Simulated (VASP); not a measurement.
# AlAs (F-43m) in VASP: a series of runs, part 2 of 2

VASP 6.6.1. Earlier steps stand in the parts before.

### Step 5. Relaxation of cell and atoms, PBE

Input file INCAR:

```
SYSTEM = AlAs
PREC = Accurate ; ENCUT = 500
EDIFF = 1E-7 ; ISMEAR = 0
SIGMA = 0.02 ; LREAL = .FALSE.
LASPH = .TRUE. ; NELM = 120
ALGO = Normal ; ISIF = 3
LWAVE = .FALSE. ; LCHARG = .FALSE.
GGA = PE ; IBRION = 2
NSW = 100 ; EDIFFG = -0.01
GGA_COMPAT = .FALSE. ; NELMIN = 4
```

Input file KPOINTS:

```
Automatic mesh
0
G
  8 8 8
  0 0 0
```

Input file POSCAR:

```
AlAs
1.0
    0.0000000000      2.8303999900      2.8303999900
    2.8303999900      0.0000000000      2.8303999900
    2.8303999900      2.8303999900      0.0000000000
Al As
1 1
Direct
    0.0000000000      0.0000000000      0.0000000000
    0.2500000000      0.2500000000      0.2500000000
```

Potentials or basis: VASP PAW PBE potentials, release 64 (Al, As).

The run is started by

```console
$ cat potpaw_PBE.64/Al/POTCAR potpaw_PBE.64/As/POTCAR > POTCAR
$ mpirun -np 1 vasp_std > vasp.out
```

OUTCAR:

```text
SYSTEM = AlAs
   PREC = Accurate
   ENCUT = 500
   EDIFF = 1E-7
   ISMEAR = 0
   LREAL = .FALSE.
   LASPH = .TRUE.
   NELM = 120
   ISIF = 3
   GGA = PE
   IBRION = 2
   NSW = 100
   EDIFFG = -0.01
   NELMIN = 4

 ion  position               nearest neighbor table
   1  0.000  0.000  0.000-   2 2.45   2 2.45   2 2.45   2 2.45
   2  0.250  0.250  0.250-   1 2.45   1 2.45   1 2.45   1 2.45

  LATTYP: Found a face centered cubic cell.
 ALAT       =     5.6607999800

  Lattice vectors:

 A1 = (   0.0000000000,   2.8303999900,   2.8303999900)
 A2 = (   2.8303999900,   0.0000000000,   2.8303999900)
 A3 = (   2.8303999900,   2.8303999900,   0.0000000000)

Analysis of symmetry for initial positions (statically):
=====================================================================
 Subroutine PRICEL returns:
 Original cell was already a primitive cell.

 Routine SETGRP: Setting up the symmetry group for a
 face centered cubic supercell.

 Subroutine GETGRP returns: Found 24 space group operations
 (whereof 24 operations were pure point group operations)
 out of a pool of 48 trial point group operations.

The static configuration has the point symmetry T_d .

Analysis of symmetry for dynamics (positions and initial velocities):
=====================================================================
 Subroutine PRICEL returns:
 Original cell was already a primitive cell.

 Routine SETGRP: Setting up the symmetry group for a
 face centered cubic supercell.

 Subroutine GETGRP returns: Found 24 space group operations
 (whereof 24 operations were pure point group operations)
 out of a pool of 48 trial point group operations.

The dynamic configuration has the point symmetry T_d .

 Subroutine INISYM returns: Found 24 space group operations
 (whereof 24 operations are pure point group operations),
 and found     1 'primitive' translations

----------------------------------------------------------------------------------------

                                     Primitive cell

  volume of cell :      45.3496

  direct lattice vectors                    reciprocal lattice vectors
     0.000000000  2.830399990  2.830399990    -0.176653477  0.176653477  0.176653477
     2.830399990  0.000000000  2.830399990     0.176653477 -0.176653477  0.176653477
     2.830399990  2.830399990  0.000000000     0.176653477  0.176653477 -0.176653477

  length of vectors
     4.002790053  4.002790053  4.002790053     0.305972798  0.305972798  0.305972798

  position of ions in fractional coordinates (direct lattice)
     0.000000000  0.000000000  0.000000000
     0.250000000  0.250000000  0.250000000

  ion indices of the primitive-cell ions
   primitive index   ion index
                 1           1
                 2           2

----------------------------------------------------------------------------------------

 KPOINTS: Automatic mesh

Automatic generation of k-mesh.
 Grid dimensions read from file:
 generate k-points for:    8    8    8

 Generating k-lattice:

  Cartesian coordinates                     Fractional coordinates (reciprocal lattice)
    -0.022081685  0.022081685  0.022081685     0.125000000  0.000000000  0.000000000
     0.022081685 -0.022081685  0.022081685     0.000000000  0.125000000  0.000000000
     0.022081685  0.022081685 -0.022081685     0.000000000  0.000000000  0.125000000

  Length of vectors
     0.038246600  0.038246600  0.038246600

  Shift w.r.t. Gamma in fractional coordinates (k-lattice)
     0.000000000  0.000000000  0.000000000

 Subroutine IBZKPT returns following result:
 ===========================================

 Found     29 irreducible k-points:

 Following reciprocal coordinates:
            Coordinates               Weight
  0.000000  0.000000  0.000000      1.000000
  0.125000  0.000000  0.000000      8.000000
  0.250000  0.000000  0.000000      8.000000
  0.375000  0.000000  0.000000      8.000000
  0.500000  0.000000  0.000000      4.000000
  0.125000  0.125000  0.000000      6.000000
[... 16 lines left out ...]
  0.500000  0.250000  0.125000     48.000000
 -0.375000  0.250000  0.125000     24.000000
 [... further k-points ...]
   k-points           NKPTS =     29   k-points in BZ     NKDIM =     29   number of bands    NBANDS=      8
   number of dos      NEDOS =    301   number of ions     NIONS =      2
   total plane-waves  NPLWV =  27000
   dimension x,y,z NGX =    30 NGY =   30 NGZ =   30
   dimension x,y,z NGXF=    60 NGYF=   60 NGZF=   60
   ions per type =               1   1
   NGX,Y,Z   is equivalent  to a cutoff of  12.46, 12.46, 12.46 a.u.
   NGXF,Y,Z  is equivalent  to a cutoff of  24.92, 24.92, 24.92 a.u.
 SYSTEM =  AlAs
   PREC   = accura    normal or accurate (medium, high low for compatibility)
   ISTART =      0    job   : 0-new  1-cont  2-samecut
   ICHARG =      2    charge: 1-file 2-atom 10-const
   ISPIN  =      1    spin polarized calculation?
   LNONCOLLINEAR =      F non collinear calculations
   LSORBIT =      F    spin-orbit coupling
   LASPH  =      T    aspherical Exc in radial PAW
   ENCUT  =  500.0 eV  36.75 Ry    6.06 a.u.   7.30  7.30  7.30*2*pi/ulx,y,z
   NELM   =    120;   NELMIN=  4; NELMDL= -5     # of ELM steps
   EDIFF  = 0.1E-06   stopping-criterion for ELM
   LREAL  =      F    real-space projection
   EDIFFG = -.1E-01   stopping-criterion for IOM
   NSW    =    100    number of steps for IOM
   IBRION =      2    ionic relax: 0-MD 1-quasi-New 2-CG
   NFREE  =      1    steps in history (QN), initial steepest desc. (CG)
   ISIF   =      3    stress and relaxation
   ISYM   =      2    0-nonsym 1-usesym 2-fastsym
   POTIM  = 0.5000    time-step for ionic-motion
   TEBEG  =    0.0;   TEEND  =   0.0 temperature during run
   PSTRESS=    0.0 pullay stress
   NELECT =       8.0000    total number of electrons
   NUPDOWN=      -1.0000    fix difference up-down
   EMIN   =  10.00;   EMAX   =-10.00  energy-range for DOS
   EFERMI =   0.00;   METHOD = LEGACY
   ISMEAR =     0;   SIGMA  =   0.02  broadening in eV -4-tet -1-fermi 0-gaus
   EFERMI_NEDOS =   21; number of points for ismear=-14 and -15
   IALGO  =     38    algorithm
   IMIX   =      4    mixing-type and parameters
     AMIX     =   0.40;   BMIX     =  1.00
     AMIX_MAG =   1.60;   BMIX_MAG =  1.00
  volume/ion in A,a.u.               =      22.67       153.02
  Fermi-wavevector in a.u.,A,eV,Ry     =   0.918150  1.735052 11.469706  0.843000
  Thomas-Fermi vector in A             =   2.043199
   LORBIT       =      0    0 simple, 1 ext, 2 COOP (PROOUT), +10 PAW based schemes
   GGA     = PE    functional components
   LHFCALC =     F    Hartree Fock is set to
   AEXX    =    0.0000 exact exchange contribution
   IVDW    =     0    specifies the selected vdW correction
   LEPSILON=     F    determine dielectric tensor
   LRPA    =     F    only Hartree local field effects (RPA)
 conjugate gradient relaxation of ions
 non-spin polarized calculation
 Gauss-broadening in eV      SIGMA  =   0.02
  energy-cutoff  :      500.00
  volume of cell :       45.35
 maximum number of plane-waves:      1174
 NGX is ok and might be reduce to    30
   NGX = 15   NGY = 15   NGZ = 15

--------------------------------------- Ionic step        1  -------------------------------------------

 number of electron       8.0000000 magnetization

 Free energy of the ion-electron system (eV)
  ---------------------------------------------------
  ext. energy  EPLUGINS =         0.00000000
  ---------------------------------------------------
  free energy    TOTEN  =        -9.37337507 eV

  energy without entropy =       -9.37337507  energy(sigma->0) =       -9.37337507

 E-fermi :   4.0305     XC(G=0):  -9.0416

 val. band max:        3.8895654350   @ k =   0.0000   0.0000   0.0000
 cond. band min:       5.3241596481   @ k =   0.5000   0.5000   0.0000
 fundamental gap:      1.4345942131
 Fermi energy:         4.0305268188

 k-point     1 :       0.0000    0.0000    0.0000
  band No.  band energies     occupation
      1      -7.9753      2.00000
      2       3.8896      2.00000
      3       3.8896      2.00000
      4       3.8896      2.00000
      5       5.9507      0.00000
      6       8.1766      0.00000
      7       8.1766      0.00000
      8       8.1766      0.00000
[... 322 lines left out ...]
  energy  without entropy=       -9.3846882348  energy(sigma->0) =       -9.38468823

--------------------------------------- Ionic step        3  -------------------------------------------

 number of electron       7.9999999 magnetization

 Free energy of the ion-electron system (eV)
  ---------------------------------------------------
  ext. energy  EPLUGINS =         0.00000000
  ---------------------------------------------------
  free energy    TOTEN  =        -9.38796359 eV

  energy without entropy =       -9.38796359  energy(sigma->0) =       -9.38796359

 E-fermi :   3.7258     XC(G=0):  -8.8950

 val. band max:        3.5738179727   @ k =   0.0000   0.0000   0.0000
 cond. band min:       5.0723295501   @ k =   0.5000   0.5000   0.0000
 fundamental gap:      1.4985115774
 Fermi energy:         3.7258060721

 k-point     1 :       0.0000    0.0000    0.0000
  band No.  band energies     occupation
      1      -8.0837      2.00000
      2       3.5738      2.00000
      3       3.5738      2.00000
      4       3.5738      2.00000
      5       5.3375      0.00000
      6       7.7966      0.00000
      7       7.7966      0.00000
      8       7.7966      0.00000
[... 282 lines left out ...]
  FREE ENERGIE OF THE ION-ELECTRON SYSTEM (eV)
  ---------------------------------------------------
  free  energy   TOTEN  =        -9.3879635870 eV

  energy  without entropy=       -9.3879635870  energy(sigma->0) =       -9.38796359

 reached required accuracy - stopping structural energy minimisation
```

OSZICAR:

```text
N       E                     dE             d eps       ncg     rms          rms(c)
DAV:   1     0.145142680742E+02    0.14514E+02   -0.31127E+03   464   0.737E+02
DAV:   2    -0.904739699496E+01   -0.23562E+02   -0.22693E+02   648   0.879E+01
DAV:   3    -0.959331554424E+01   -0.54592E+00   -0.54592E+00   568   0.184E+01
[... 25 lines left out ...]
DAV:   3    -0.938801859885E+01    0.76689E-03   -0.29061E-03   528   0.268E-01    0.553E-02
DAV:   4    -0.938796899873E+01    0.49600E-04   -0.11680E-04   496   0.665E-02    0.297E-02
DAV:   5    -0.938796326488E+01    0.57338E-05   -0.14301E-05   632   0.232E-02    0.164E-02
DAV:   6    -0.938796364620E+01   -0.38131E-06   -0.64343E-07   504   0.605E-03    0.179E-03
DAV:   7    -0.938796358699E+01    0.59207E-07   -0.14888E-07   408   0.190E-03
   3 F= -.93879636E+01 E0= -.93879636E+01  d E =-.145885E-01
```

CONTCAR:

```text
AlAs
   1.00000000000000
     0.0000000000000000    2.8662921905733114    2.8662921905733114
     2.8662921905733114    0.0000000000000000    2.8662921905733114
     2.8662921905733114    2.8662921905733114    0.0000000000000000
  Al              As
     1     1
Direct
     0.0000000000000000    0.0000000000000000    0.0000000000000000
     0.2500000000000000    0.2500000000000000    0.2500000000000000

  0.00000000E+00  0.00000000E+00  0.00000000E+00
  0.00000000E+00  0.00000000E+00  0.00000000E+00
```

It took 43 s on 1 thread of Intel Xeon Platinum 8375C at 2.90GHz (Ice Lake), shared host; peak memory 0.17 GiB.

What came out:

```
Free energy                           : -9.3880 eV
Relaxed volume                        : 23.55 Å³/atom
Relaxed cell                          : a = 4.054 Å, b = 4.054 Å, c = 4.054 Å, α = 60.00°, β = 60.00°, γ = 60.00°
Space group after relaxing (to 0.1 Å) : F-43m (No. 216)
Energy gained by relaxing             : 7.3 meV/atom
Ionic steps                           : 3
Pressure after relaxing               : 0.0 GPa
Band gap on the k mesh                : 1.50 eV (least direct gap 1.76 eV)
```

The path:
| step | energy change (eV) | largest force (eV/Å) | pressure (GPa) | volume (Å³) |
| --- | --- | --- | --- | --- |
| 1 | 0.0000 | 0.0000 | 2.77 | 45.35 |
| 2 | -0.0113 | 0.0000 | -1.18 | 47.97 |
| 3 | -0.0146 | 0.0000 | 0.01 | 47.10 |

Final structure:
```yaml
crystal:
  lattice:
    - [0.00000, 2.86629, 2.86629]
    - [2.86629, 0.00000, 2.86629]
    - [2.86629, 2.86629, 0.00000]
  atoms:
    - { symbol: Al, position: [0.00000, 0.00000, 0.00000] }
    - { symbol: As, position: [0.25000, 0.25000, 0.25000] }
```

Levels at points of the mesh, in eV from the valence-band top:
| k point | band 2 | band 3 | band 4 | band 5 | band 6 | band 7 |
| --- | --- | --- | --- | --- | --- | --- |
| (0.00, 0.00, 0.00) | 0.00 | 0.00 | 0.00 | 1.76 | 4.22 | 4.22 |
| (0.50, 0.00, 0.00) | -5.41 | -0.80 | -0.80 | 2.00 | 4.65 | 4.65 |
| (0.50, 0.50, 0.00) | -5.30 | -2.09 | -2.09 | 1.50 | 2.29 | 10.04 |

A k mesh can miss the band edges. Zero-point motion and thermal expansion aren't in these numbers.

### Step 6. The runs side by side

| task | cell | k mesh | smearing | gap on the mesh (eV) | pressure (GPa) |
| --- | --- | --- | --- | --- | --- |
| single point | a = 4.003 Å, angles 60.0°, 2 atoms | 6 × 6 × 6 | gaussian 0.1 eV | 1.43 | 2.8 |
| single point | a = 4.050 Å, angles 60.0°, 2 atoms | 8 × 8 × 8 | gaussian 0.02 eV | 1.49 | 0.2 |
| relaxation of cell and atoms | relaxed from a = 4.003 Å, angles 60.0°, 2 atoms | 8 × 8 × 8 | gaussian 0.02 eV | 1.50 | 0.0 |

Alike in all rows: level PBE; potentials or basis VASP PAW PBE potentials, release 64 (Al, As); no spin polarisation; cutoff (eV) 500.

Total energies depend on the potentials used, so only differences within one code and one set of settings carry meaning.
